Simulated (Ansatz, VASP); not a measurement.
Ta: VASP beside Ansatz

```
Ta
1.0
     0.00000    2.14395    2.14395
     2.14395    0.00000    2.14395
     2.14395    2.14395    0.00000
Ta
1
Cartesian
  0.0000 0.0000 0.0000
```

Alike in both runs: functional PBE; k mesh 17 × 17 × 17; occupations fermi-dirac, width 0.05 eV; no spin polarisation.

Ansatz relaxed the structure, and its values are those at the end. VASP's run is a single point on that final structure, the one shown.

|  | VASP | Ansatz |
| --- | --- | --- |
| version | VASP 6.6.1 | Ansatz 0.2.0 |
| potentials or method | VASP PAW PBE potentials, release 64 (Ta_pv), cutoff 520 eV | all-electron LAPW, non-relativistic |

|  | VASP | Ansatz | Ansatz less VASP |
| --- | --- | --- | --- |
| pressure (GPa) | -8.1 | 0.0 | +8.09 |

One of these differences is far larger than is usual between the two programs; its cause wasn't traced. Ansatz ran all-electron here, and VASP with PAW potentials.

Neither program's run includes spin-orbit coupling.
